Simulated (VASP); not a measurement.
# ZrC (zincblende type) (F-43m) in VASP: relaxation of cell and atoms with PBE

Aim: the relaxation of cell and atoms of ZrC (zincblende type) with PBE.

All numbers are computed with VASP 6.6.1; they aren't measurements. Logs are shortened: lines on timing, memory, paths and dates and some standing lists are left out, and cuts for length are marked.

**1. The cell of the first run**

It takes space group F-43m (No. 216, cubic). The conventional cell has a = 4.997 Å, b = 4.997 Å, c = 4.997 Å, α = 90.00°, β = 90.00°, γ = 90.00°. Zr (site symmetry -43m) has 4 C at 2.16 Å within 2.9 Å. C (site symmetry -43m) has 4 Zr at 2.16 Å within 2.9 Å.

**2. Relaxation of cell and atoms, PBE**

The input, INCAR:

```
PREC = Accurate
ENCUT = 600
EDIFF = 1E-6
ISMEAR = -1
SIGMA = 0.03
LREAL = F
LASPH = T
NELM = 60
ALGO = Normal
ISIF = 3
LWAVE = F
LCHARG = F
GGA = PE
IBRION = 2
NSW = 100
EDIFFG = -0.005
```

The input, KPOINTS:

```
Automatic mesh
0
Gamma
  11 11 11
```

The input, POSCAR:

```
ZrC
1.0
    0.0000000000      2.4983568504      2.4983568504
    2.4983568504      0.0000000000      2.4983568504
    2.4983568504      2.4983568504      0.0000000000
Zr C
1 1
Direct
    0.0000000000      0.0000000000      0.0000000000
    0.2500000000      0.2500000000      0.2500000000
```

Potentials or basis: VASP PAW PBE potentials, release 64 (Zr_sv, C).

Run with:

```sh
$ cat potpaw_PBE.64/Zr_sv/POTCAR potpaw_PBE.64/C/POTCAR > POTCAR
$ mpirun -np 1 vasp_std > vasp.out
```

OUTCAR:

```text
PREC = Accurate
   ENCUT = 600
   EDIFF = 1E-6
   ISMEAR = -1
   LREAL = F
   LASPH = T
   NELM = 60
   ISIF = 3
   GGA = PE
   IBRION = 2
   NSW = 100
   EDIFFG = -0.005

 ion  position               nearest neighbor table
   1  0.000  0.000  0.000-   2 2.16   2 2.16   2 2.16   2 2.16
   2  0.250  0.250  0.250-   1 2.16   1 2.16   1 2.16   1 2.16

  LATTYP: Found a face centered cubic cell.
 ALAT       =     4.9967137008

  Lattice vectors:

 A1 = (   0.0000000000,   2.4983568504,   2.4983568504)
 A2 = (   2.4983568504,   0.0000000000,   2.4983568504)
 A3 = (   2.4983568504,   2.4983568504,   0.0000000000)

Analysis of symmetry for initial positions (statically):
=====================================================================
 Subroutine PRICEL returns:
 Original cell was already a primitive cell.

 Routine SETGRP: Setting up the symmetry group for a
 face centered cubic supercell.

 Subroutine GETGRP returns: Found 24 space group operations
 (whereof 24 operations were pure point group operations)
 out of a pool of 48 trial point group operations.

The static configuration has the point symmetry T_d .

Analysis of symmetry for dynamics (positions and initial velocities):
=====================================================================
 Subroutine PRICEL returns:
 Original cell was already a primitive cell.

 Routine SETGRP: Setting up the symmetry group for a
 face centered cubic supercell.

 Subroutine GETGRP returns: Found 24 space group operations
 (whereof 24 operations were pure point group operations)
 out of a pool of 48 trial point group operations.

The dynamic configuration has the point symmetry T_d .

 Subroutine INISYM returns: Found 24 space group operations
 (whereof 24 operations are pure point group operations),
 and found     1 'primitive' translations

----------------------------------------------------------------------------------------

                                     Primitive cell

  volume of cell :      31.1884

  direct lattice vectors                    reciprocal lattice vectors
     0.000000000  2.498356850  2.498356850    -0.200131538  0.200131538  0.200131538
     2.498356850  0.000000000  2.498356850     0.200131538 -0.200131538  0.200131538
     2.498356850  2.498356850  0.000000000     0.200131538  0.200131538 -0.200131538

[... 95 lines left out ...]
   NUPDOWN=      -1.0000    fix difference up-down
   EMIN   =  10.00;   EMAX   =-10.00  energy-range for DOS
   EFERMI =   0.00;   METHOD = LEGACY
   ISMEAR =    -1;   SIGMA  =   0.03  broadening in eV -4-tet -1-fermi 0-gaus
   EFERMI_NEDOS =   21; number of points for ismear=-14 and -15
   IALGO  =     38    algorithm
   IMIX   =      4    mixing-type and parameters
     AMIX     =   0.40;   BMIX     =  1.00
     AMIX_MAG =   1.60;   BMIX_MAG =  1.00
  volume/ion in A,a.u.               =      15.59       105.23
  Fermi-wavevector in a.u.,A,eV,Ry     =   1.310540  2.476562 23.368220  1.717516
  Thomas-Fermi vector in A             =   2.441063
   LORBIT       =      0    0 simple, 1 ext, 2 COOP (PROOUT), +10 PAW based schemes
   GGA     = PE    functional components
   LHFCALC =     F    Hartree Fock is set to
   AEXX    =    0.0000 exact exchange contribution
   IVDW    =     0    specifies the selected vdW correction
   LEPSILON=     F    determine dielectric tensor
   LRPA    =     F    only Hartree local field effects (RPA)
 conjugate gradient relaxation of ions
 non-spin polarized calculation
  energy-cutoff  :      600.00
  volume of cell :       31.19
 maximum number of plane-waves:      1049
   NGX = 15   NGY = 15   NGZ = 15

--------------------------------------- Ionic step        1  -------------------------------------------

 number of electron      15.9999999 magnetization

 Free energy of the ion-electron system (eV)
  ---------------------------------------------------
  ext. energy  EPLUGINS =         0.00000000
  ---------------------------------------------------
  free energy    TOTEN  =       -18.18076688 eV

  energy without entropy =      -18.18076021  energy(sigma->0) =      -18.18076355

------------------------ aborting loop because EDIFF is reached ----------------------------------------

  FORCE on cell =-STRESS in cart. coord.  units (eV):
  Direction    XX          YY          ZZ          XY          YZ          ZX
  --------------------------------------------------------------------------------------
  -------------------------------------------------------------------------------------
  Total        1.7713128      1.7713128      1.7713128      0.0000000     -0.0000000      0.0000000
  in kB       90.9939329     90.9939329     90.9939329      0.0000000     -0.0000000      0.0000000
  external PRESSURE =      90.9939329 kB  Pullay stress =       0.0000000 kB
[... 95 lines left out ...]
--------------------------------------- Ionic step        4  -------------------------------------------

 number of electron      16.0000001 magnetization

 Free energy of the ion-electron system (eV)
  ---------------------------------------------------
  ext. energy  EPLUGINS =         0.00000000
  ---------------------------------------------------
  free energy    TOTEN  =       -18.22979430 eV

  energy without entropy =      -18.22978754  energy(sigma->0) =      -18.22979092

 E-fermi :   6.7997     XC(G=0): -10.6741

 val. band max:        6.5183328448   @ k =  -0.2727   0.4545   0.1818
 cond. band min:       7.0584582697   @ k =  -0.3636   0.4545   0.0909
 fundamental gap:      0.5401254250
 Fermi energy:         6.7996859674

 k-point     1 :       0.0000    0.0000    0.0000
  band No.  band energies     occupation
      1     -41.4240      2.00000
      2     -19.3331      2.00000
      3     -19.3331      2.00000
      4     -19.3331      2.00000
      5      -3.2900      2.00000
      6       4.2787      2.00000
      7       4.2787      2.00000
      8       4.2787      2.00000
      9       9.6165      0.00000
     10       9.6165      0.00000
     11       9.9055      0.00000
     12      14.9447      0.00000
[... 331 lines left out ...]
 k-point    24 :      -0.1818    0.1818    0.0000
  band No.  band energies     occupation
      1     -41.3986      2.00000
      2     -19.5726      2.00000
      3     -19.4311      2.00000
      4     -19.3644      2.00000
      5      -2.3913      2.00000
      6       3.7568      2.00000
      7       4.7199      2.00000
      8       4.8179      2.00000
      9       8.8109      0.00000
     10       9.9402      0.00000
     11      11.4643      0.00000
     12      13.8709      0.00000

 [... further k-points ...]
[... 5 lines left out ...]
  --------------------------------------------------------------------------------------
  -------------------------------------------------------------------------------------
  Total        0.0093913      0.0093913      0.0093913      0.0000000      0.0000000     -0.0000000
  in kB        0.4561950      0.4561950      0.4561950      0.0000000      0.0000000     -0.0000000
  external PRESSURE =       0.4561950 kB  Pullay stress =       0.0000000 kB
[... 17 lines left out ...]
  FREE ENERGIE OF THE ION-ELECTRON SYSTEM (eV)
  ---------------------------------------------------
  free  energy   TOTEN  =       -18.2297942955 eV

  energy  without entropy=      -18.2297875432  energy(sigma->0) =      -18.22979092

 reached required accuracy - stopping structural energy minimisation
```

OSZICAR:

```text
N       E                     dE             d eps       ncg     rms          rms(c)
DAV:   1     0.121666082214E+03    0.12167E+03   -0.95680E+03  1344   0.147E+03
DAV:   2    -0.153106742569E+02   -0.13698E+03   -0.12794E+03  1540   0.339E+02
DAV:   3    -0.224036403271E+02   -0.70930E+01   -0.69906E+01  1948   0.704E+01
[... 37 lines left out ...]
DAV:   2    -0.182298072152E+02    0.12213E-03   -0.32379E-04  1448   0.220E-01    0.395E-02
DAV:   3    -0.182297846584E+02    0.22557E-04   -0.14311E-04  1936   0.976E-02    0.193E-02
DAV:   4    -0.182297891380E+02   -0.44796E-05   -0.36773E-06  1608   0.208E-02    0.102E-02
DAV:   5    -0.182297941912E+02   -0.50532E-05   -0.75881E-06  1536   0.146E-02    0.235E-03
DAV:   6    -0.182297942955E+02   -0.10435E-06   -0.27099E-07   724   0.427E-03
   4 F= -.18229794E+02 E0= -.18229791E+02  d E =-.490274E-01
```

CONTCAR:

```text
ZrC
   1.00000000000000
     0.0000000000000000    2.5453778550643777    2.5453778550643777
     2.5453778550643777   -0.0000000000000000    2.5453778550643777
     2.5453778550643777    2.5453778550643777    0.0000000000000000
  Zr              C
     1     1
Direct
     0.0000000000000000    0.0000000000000000    0.0000000000000000
     0.2500000000000000    0.2500000000000000    0.2500000000000000

  0.00000000E+00  0.00000000E+00  0.00000000E+00
  0.00000000E+00  0.00000000E+00  0.00000000E+00
```

It took 40 s on 1 thread of Intel Xeon Platinum 8488C (Sapphire Rapids), shared host; peak memory 0.18 GiB.

What came out:

```yaml
Free_energy: -18.2298 eV
Relaxed_volume: 16.49 Å³/atom
Relaxed_cell: a = 3.600 Å, b = 3.600 Å, c = 3.600 Å, α = 60.00°, β = 60.00°, γ = 60.00°
Space_group_after_relaxing_to_0.05_Å: F-43m (No. 216)
Energy_gained_by_relaxing: 24.5 meV/atom
Ionic_steps: 4
Pressure_after_relaxing: 0.0 GPa
Band_gap_on_the_k_mesh: 0.54 eV, indirect (least direct gap 0.55 eV)
```

Step by step:
```tsv
step	energy change (eV)	largest force (eV/Å)	pressure (GPa)	volume (Å³)
1	0.0000	0.0000	9.10	31.19
2	0.0202	0.0000	-8.88	35.36
3	-0.0490	0.0000	-0.11	33.02
4	-0.0490	0.0000	0.05	32.98
```

Final structure:
```cif
data_structure
_symmetry_space_group_name_H-M 'P 1'
_symmetry_Int_Tables_number 1
_cell_length_a 3.5997
_cell_length_b 3.5997
_cell_length_c 3.5997
_cell_angle_alpha 60.000
_cell_angle_beta 60.000
_cell_angle_gamma 60.000
_cell_volume 32.98
loop_
_atom_site_label
_atom_site_type_symbol
_atom_site_fract_x
_atom_site_fract_y
_atom_site_fract_z
_atom_site_occupancy
Zr1 Zr 0.00000 0.00000 0.00000 1
C1 C 0.25000 0.25000 0.25000 1
```
